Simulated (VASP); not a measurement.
Input of a VASP 6.6.1 run:

The input INCAR:

```
PREC     = Accurate       # precision mode
ENCUT    = 600            # plane-wave cutoff, eV
EDIFF    = 1E-7           # SCF threshold, eV
ISMEAR   = 0              # smearing method
SIGMA    = 0.1            # smearing width, eV
LREAL    = F              # projectors in reciprocal space
LASPH    = T              # aspherical terms in the spheres
NELM     = 60             # most SCF steps
ALGO     = Normal         # electronic algorithm
ISIF     = 3              # what is computed and relaxed
LWAVE    = F              # write WAVECAR
LCHARG   = F              # write CHGCAR
GGA      = PE             # functional
IBRION   = 2              # ionic algorithm
NSW      = 100            # ionic steps
EDIFFG   = -0.01          # ionic threshold
```

File KPOINTS:

```
Automatic mesh
0
Gamma
  16 16 14
```

The input POSCAR:

```
CoSi
1.0
    2.6311240460      0.0000000000      0.0000000000
    0.0000000000      2.6311240460      0.0000000000
    0.0000000000      0.0000000000      3.0962348658
Co Si
1 1
Direct
    0.0000000000      0.0000000000      0.0000000000
    0.5000000000      0.5000000000      0.5000000000
```

Potentials or basis: VASP PAW PBE potentials, release 64 (Co, Si).

Run with:

```sh
$ cat potpaw_PBE.64/Co/POTCAR potpaw_PBE.64/Si/POTCAR > POTCAR
$ mpirun -np 1 vasp_std > vasp.out
```

(1) Estimate the space group after relaxing (to 0.1 Å).

(2) Predict the relaxed volume.

(3) What does it give for the relaxed cell?

(4) Estimate the band gap on the k mesh.

Answers

(1) P4/mmm (No. 123).

(2) 10.73 Å³/atom.

(3) a = 2.618 Å, b = 2.618 Å, c = 3.130 Å, α = 90.00°, β = 90.00°, γ = 90.00°.

(4) zero (an odd number of electrons rules out a gap without spin polarisation).

Caveat: the run has no spin polarisation, though such a crystal can be magnetic.
